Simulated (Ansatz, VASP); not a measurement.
## Two plane-wave programs on Ag

INCAR

```
SYSTEM = Ag
AGGAC = 1.0
AGGAX = 1.0
ALDAC = 0.0
ALDAX = 1.0
ALGO = Normal
EDIFF = 1E-7
ENCUT = 520
GGA = B5
ISIF = 2
ISMEAR = -1
LASPH = .TRUE.
LCHARG = .FALSE.
LREAL = .FALSE.
LWAVE = .FALSE.
NBANDS = 12
NELM = 60
PREC = Accurate
SIGMA = 0.1
```

The input KPOINTS:

```
k-points
0
G
  15 15 15
  0 0 0
```

Contents of POSCAR:

```
Ag
1.0
   -1.6727148937      1.6727148937      1.6727148937
    1.6727148937     -1.6727148937      1.6727148937
    1.6727148937      1.6727148937     -1.6727148937
Ag
1
Direct
    0.0000000000      0.0000000000      0.0000000000
```

Input for Ansatz:

```yaml
crystal:
  lattice:
    - [-1.6727148937, 1.6727148937, 1.6727148937]
    - [1.6727148937, -1.6727148937, 1.6727148937]
    - [1.6727148937, 1.6727148937, -1.6727148937]
  atoms:
    - { symbol: Ag, position: [0.0, 0.0, 0.0] }
hamiltonian:
  xc: blyp
  pseudopotentials:
    kind: paw
    azcp:
      Ag: "pseudopotentials/Ag.paw.azcp"
basis:
  ecutwfc: 420
  fft_grid_basis: typed
kpoints:
  mp_grid: { grid: [15, 15, 15], shift: [0, 0, 0] }
magnetization:
  spin_polarized: false
scf:
  occupations: { method: fermi_dirac, width: 0.1 }
  lower_state_search: "off"
output:
  stress: true
```

Alike in both runs: task single point; functional BLYP; k mesh 15 × 15 × 15; occupations fermi-dirac, width 0.1 eV; no spin polarisation.

|  | VASP | Ansatz |
| --- | --- | --- |
| version | VASP 6.6.1 | Ansatz 0.2.0 |
| potentials or method | VASP PAW PBE potentials, release 64 (Ag), cutoff 520 eV | plane waves (420 eV) with PAW, scalar-relativistic |
| valence electrons in the cell | 11 | 19 |

Ansatz gave:

```
pressure (GPa) : 2.8
```

Question: Estimate VASP's values.

Answer: Pressure (GPa): 2.9.

VASP's potentials were made for PBE, not for BLYP. The functional is the same, so the differences come from potentials, cutoffs and numerics. VASP's potentials hold 11 valence electrons a cell and Ansatz's 19, so a difference there can come from the potentials and not from the codes.
